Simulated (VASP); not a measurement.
# Si3Sn (P-6m2) in VASP: a series of runs, part 2 of 2

VASP 6.6.1.

## 3. Single point, PBE

This run uses another cell than the first one, of 19.69 Å³/atom, 1.066 times its volume.

The input, INCAR:

```
  ALGO = Normal
  EDIFF = 1E-6
  ENCUT = 520
  GGA = PE
  ISIF = 2
  ISMEAR = 0
  LASPH = True
  LCHARG = False
  LREAL = False
  LWAVE = False
  NBANDS = 21
  NELM = 100
  PREC = Accurate
  SIGMA = 0.1
```

The input, KPOINTS:

```
k-points
0
Gamma
  18 18 8
```

The input, POSCAR:

```
Si3Sn
1.0
    3.5691889697      0.0000000000      0.0000000000
   -1.7845944848      3.0910083186      0.0000000000
    0.0000000000      0.0000000000      7.1394179804
Si Sn
3 1
Direct
    0.3333333333      0.6666666667      0.6953572588
    0.3333333333      0.6666666667      0.3046427412
    0.6666666667      0.3333333333      0.5000000000
    0.6666666667      0.3333333333      0.0000000000
```

Potentials or basis: VASP PAW PBE potentials, release 64 (Si, Sn_d).

Run with:

```console
cat potpaw_PBE.64/Si/POTCAR potpaw_PBE.64/Sn_d/POTCAR > POTCAR
mpirun -np 1 vasp_std > vasp.out
```

OUTCAR:

```text
EDIFF = 1E-6
   ENCUT = 520
   GGA = PE
   ISIF = 2
   ISMEAR = 0
   LASPH = True
   LREAL = False
   NELM = 100
   PREC = Accurate

 ion  position               nearest neighbor table
   1  0.333  0.667  0.695-   3 2.49   3 2.49   3 2.49   2 2.79   4 3.00   4 3.00   4 3.00
   2  0.333  0.667  0.305-   3 2.49   3 2.49   3 2.49   1 2.79   4 3.00   4 3.00   4 3.00
   3  0.667  0.333  0.500-   1 2.49   2 2.49   1 2.49   2 2.49   1 2.49   2 2.49
   4  0.667  0.333  0.000-   1 3.00   2 3.00   1 3.00   2 3.00   1 3.00   2 3.00

  LATTYP: Found a hexagonal cell.
 ALAT       =     3.5691889697
[... 769 lines left out ...]

 [... further k-points ...]
[... 5 lines left out ...]
  --------------------------------------------------------------------------------------
  -------------------------------------------------------------------------------------
  Total       -0.0184407     -0.0184407     -0.0429387     -0.0000000      0.0000000      0.0000000
  in kB       -0.3751069     -0.3751069     -0.8734280     -0.0000000      0.0000000      0.0000000
  external PRESSURE =      -0.5412140 kB  Pullay stress =       0.0000000 kB

 VOLUME and BASIS-vectors are now :
 -----------------------------------------------------------------------------
  energy-cutoff  :      520.00
  volume of cell :       78.76
      direct lattice vectors                 reciprocal lattice vectors
     3.569188970  0.000000000  0.000000000     0.280175695  0.161759513  0.000000000
    -1.784594485  3.091008319  0.000000000     0.000000000  0.323519026  0.000000000
     0.000000000  0.000000000  7.139417980     0.000000000  0.000000000  0.140067440

 POSITION                                       TOTAL-FORCE (eV/Angst)
 -----------------------------------------------------------------------------------
     -0.00000      2.06067      4.96445        -0.000000     -0.000000     -0.007466
     -0.00000      2.06067      2.17497        -0.000000     -0.000000      0.007466
      1.78459      1.03034      3.56971        -0.000000      0.000000      0.000000
      1.78459      1.03034      0.00000         0.000000      0.000000      0.000000
 -----------------------------------------------------------------------------------
    total drift:                               -0.000000      0.000000      0.000000

  FREE ENERGIE OF THE ION-ELECTRON SYSTEM (eV)
  ---------------------------------------------------
  free  energy   TOTEN  =       -18.6378643495 eV

  energy  without entropy=      -18.6307885113  energy(sigma->0) =      -18.63432643
```

OSZICAR:

```text
N       E                     dE             d eps       ncg     rms          rms(c)
DAV:   1     0.161462195778E+03    0.16146E+03   -0.12027E+04  7943   0.140E+03
DAV:   2    -0.253428418022E+01   -0.16400E+03   -0.15682E+03  7975   0.361E+02
DAV:   3    -0.184741409895E+02   -0.15940E+02   -0.15538E+02  9758   0.925E+01
DAV:   4    -0.189626606681E+02   -0.48852E+00   -0.48642E+00  9365   0.159E+01
DAV:   5    -0.189763438057E+02   -0.13683E-01   -0.13681E-01 10337   0.300E+00    0.509E+00
DAV:   6    -0.186579129097E+02    0.31843E+00   -0.95728E-01  9977   0.544E+00    0.288E+00
DAV:   7    -0.186423907677E+02    0.15522E-01   -0.97797E-02  9516   0.136E+00    0.121E+00
DAV:   8    -0.186378198357E+02    0.45709E-02   -0.12846E-02  9188   0.568E-01    0.177E-01
DAV:   9    -0.186378419216E+02   -0.22086E-04   -0.16057E-03 10166   0.201E-01    0.122E-01
DAV:  10    -0.186378567748E+02   -0.14853E-04   -0.16326E-04  9054   0.671E-02    0.494E-02
DAV:  11    -0.186378653432E+02   -0.85684E-05   -0.45157E-05  9781   0.478E-02    0.156E-02
DAV:  12    -0.186378643495E+02    0.99376E-06   -0.86936E-06  9073   0.179E-02
   1 F= -.18637864E+02 E0= -.18634326E+02  d E =-.707584E-02
```

stdout:

```text
POSCAR found type information on POSCAR SiSn
 POSCAR found :  2 types and       4 ions
 scaLAPACK will be used
 LDA part: xc-table for (Slater+PW92), standard interpolation
 POSCAR, INCAR and KPOINTS ok, starting setup
 FFT: planning ... GRIDC
 FFT: planning ... GRID_SOFT
 FFT: planning ... GRID
 WAVECAR not read
 entering main loop
```

Run time: 3 min. Hardware: 1 thread of AMD EPYC 7R43 (Zen 3), shared host; peak memory 0.35 GiB.

What came out:

| Quantity | Value |
| --- | --- |
| Free energy | -18.6379 eV |
| Pressure | -0.1 GPa |
| Largest force | 0.007 eV/Å |
| Band gap on the k mesh | zero (band 13 reaches 10.42 eV, above the bottom of band 14 at 6.01 eV) |

Forces in eV/Å, atoms in the order of the input:
```
Si   0.000  0.000 -0.007
Si   0.000  0.000  0.007
Si   0.000  0.000  0.000
Sn   0.000  0.000  0.000
```

Caveat: spin-orbit coupling is left out, which moves the levels of the heavy elements.

## 4. Relaxation of cell and atoms, PBE

This run uses another cell than the first one, of 19.72 Å³/atom, 1.067 times its volume.

The input, INCAR:

```
SYSTEM = Si3Sn
PREC = Accurate ; ENCUT = 600
EDIFF = 1E-6 ; ISMEAR = 0
SIGMA = 0.1 ; LREAL = .FALSE.
LASPH = .TRUE. ; NELM = 100
ALGO = Normal ; ISIF = 3
LWAVE = .FALSE. ; LCHARG = .FALSE.
GGA = PE ; IBRION = 2
NSW = 100 ; EDIFFG = -0.01
```

The input, KPOINTS:

```
Automatic mesh
0
G
  18 18 8
  0 0 0
```

The input, POSCAR:

```
Si3Sn
1.0
    3.5639225770      0.0000000000      0.0000000000
   -1.7819612885      3.0864474888      0.0000000000
    0.0000000000      0.0000000000      7.1717262019
Si Sn
3 1
Direct
    0.3333333333      0.6666666667      0.6944688051
    0.3333333333      0.6666666667      0.3055311949
    0.6666666667      0.3333333333      0.5000000000
    0.6666666667      0.3333333333      0.0000000000
```

Run with:

```console
cat potpaw_PBE.64/Si/POTCAR potpaw_PBE.64/Sn_d/POTCAR > POTCAR
mpirun -np 1 vasp_std > vasp.out
```

It took 9 min on 1 thread of AMD EPYC 7R43 (Zen 3), shared host; peak memory 0.39 GiB.

It converged, with:

```yaml
Free_energy: -18.6381 eV
Relaxed_volume: 19.70 Å³/atom
Relaxed_cell: a = 3.570 Å, b = 3.570 Å, c = 7.140 Å, α = 90.00°, β = 90.00°, γ = 120.00°
Space_group_after_relaxing_to_0.05_Å: P-6m2 (No. 187)
Energy_gained_by_relaxing: 0.2 meV/atom
Ionic_steps: 6
Pressure_after_relaxing: 0.0 GPa
Largest_force_after_relaxing: 0.005 eV/Å
Band_gap_on_the_k_mesh: zero (band 13 reaches 10.42 eV, above the bottom of band 14 at 6.00 eV)
```

Forces in eV/Å, atoms in the order of the input:
```
Si   0.000  0.000  0.005
Si   0.000  0.000 -0.005
Si   0.000  0.000  0.000
Sn   0.000  0.000  0.000
```

The path:
| step | energy change (eV) | largest force (eV/Å) | pressure (GPa) | volume (Å³) |
| --- | --- | --- | --- | --- |
| 1 | 0.0000 | 0.0051 | -0.10 | 78.89 |
| 2 | -0.0004 | 0.0375 | 0.07 | 78.75 |
| 3 | -0.0004 | 0.0400 | 0.09 | 78.74 |
| 4 | -0.0006 | 0.0247 | -0.01 | 78.82 |
| 5 | -0.0006 | 0.0153 | -0.07 | 78.87 |
| 6 | -0.0006 | 0.0050 | 0.01 | 78.79 |

Final structure:
```
Si Sn
1.0
     3.56964    0.00000    0.00000
    -1.78482    3.09140    0.00000
     0.00000    0.00000    7.13965
Si Sn
3 1
Direct
  0.33333 0.66667 0.69518
  0.33333 0.66667 0.30482
  0.66667 0.33333 0.50000
  0.66667 0.33333 0.00000
```

Levels at points of the mesh, in eV from the Fermi level:
| k point | band 9 | band 10 | band 11 | band 12 | band 13 | band 14 | band 15 | band 16 | band 17 |
| --- | --- | --- | --- | --- | --- | --- | --- | --- | --- |
| (0.00, 0.00, 0.00) | -1.40 | -0.58 | -0.36 | -0.36 | 2.36 | 2.96 | 2.96 | 3.23 | 3.23 |
| (0.50, 0.00, 0.00) | -6.38 | -4.53 | -4.50 | -2.41 | 0.42 | 1.16 | 1.29 | 1.94 | 2.19 |
| (0.00, 0.00, 0.50) | -5.49 | -0.28 | -0.28 | 2.30 | 2.40 | 2.40 | 3.00 | 3.29 | 3.29 |
| (0.50, 0.00, 0.50) | -6.31 | -3.07 | -2.71 | -2.28 | -1.47 | -0.57 | 0.09 | 0.77 | 2.64 |

Caveat: spin-orbit coupling is left out, which moves the levels of the heavy elements.

## 5. Single point, PBE

This run uses another cell than the first one, of 19.72 Å³/atom, 1.067 times its volume.

The input, INCAR:

```
SYSTEM = Si3Sn
ALGO = Normal ; EDIFF = 1E-6
ENCUT = 520 ; GGA = PE
ISIF = 2 ; ISMEAR = 0
LASPH = .True. ; LCHARG = .False.
LREAL = .False. ; LWAVE = .False.
NBANDS = 21 ; NELM = 100
PREC = Accurate ; SIGMA = 0.1
```

The input, KPOINTS:

```
k-points
0
Gamma
  18 18 6
  0 0 0
```

POSCAR is that of step 4.

Run with:

```console
cat potpaw_PBE.64/Si/POTCAR potpaw_PBE.64/Sn_d/POTCAR > POTCAR
mpirun -np 1 vasp_std > vasp.out
```

It took 2.5 min on 1 thread of AMD EPYC 7R43 (Zen 3), shared host; peak memory 0.32 GiB.

It converged, with:

```yaml
Free_energy: -18.6431 eV
Pressure: 0.0 GPa
Largest_force: 0.008 eV/Å
Band_gap_on_the_k_mesh: zero (band 13 reaches 10.44 eV, above the bottom of band 14 at 5.99 eV)
```

Forces on the atoms (eV/Å):
```
Si   0.000  0.000 -0.008
Si   0.000  0.000  0.008
Si   0.000  0.000  0.000
Sn   0.000  0.000  0.000
```

Stress tensor (GPa, compression positive):
```
-0.01  0.00  0.00
 0.00 -0.01  0.00
 0.00  0.00 -0.09
```

Levels at points of the mesh, in eV from the Fermi level:
```
           k point  band 10  band 11  band 12  band 13  band 14  band 15  band 16  band 17
(0.00, 0.00, 0.00)    -0.64    -0.30    -0.30     2.44     3.02     3.02     3.29     3.29
(0.50, 0.00, 0.00)    -4.49    -4.47    -2.35     0.46     1.21     1.27     2.00     2.15
(0.00, 0.00, 0.50)    -0.22    -0.22     2.38     2.48     2.48     3.00     3.34     3.34
(0.50, 0.00, 0.50)    -3.08    -2.69    -2.23    -1.48    -0.55     0.16     0.82     2.69
```

Caveat: spin-orbit coupling is left out, which moves the levels of the heavy elements.

## 6. Overview

```csv
task,cell,k mesh,cutoff (eV),gap on the mesh (eV),pressure (GPa),relaxed volume (Å³/atom),largest force (eV/Å)
relaxation of cell and atoms,"relaxed from a = 3.054, b = 3.054, c = 9.152 Å, angles 90.0, 90.0, 120.0°, 4 atoms",18 × 18 × 6,600,none,0.1,19.71,-
single point,"a = 3.569, b = 3.569, c = 7.139 Å, angles 90.0, 90.0, 120.0°, 4 atoms",18 × 18 × 8,520,none,-0.1,-,0.01
relaxation of cell and atoms,"relaxed from a = 3.564, b = 3.564, c = 7.172 Å, angles 90.0, 90.0, 120.0°, 4 atoms",18 × 18 × 8,600,none,0.0,19.70,0.01
single point,"a = 3.564, b = 3.564, c = 7.172 Å, angles 90.0, 90.0, 120.0°, 4 atoms",18 × 18 × 6,520,none,0.0,-,0.01
```

Alike in all rows: level PBE; potentials or basis VASP PAW PBE potentials, release 64 (Si, Sn_d); no spin polarisation; smearing gaussian 0.1 eV.

Caveats: spin-orbit coupling is left out, which moves the levels of the heavy elements.

Total energies depend on the potentials used, so only differences within one code and one set of settings carry meaning.
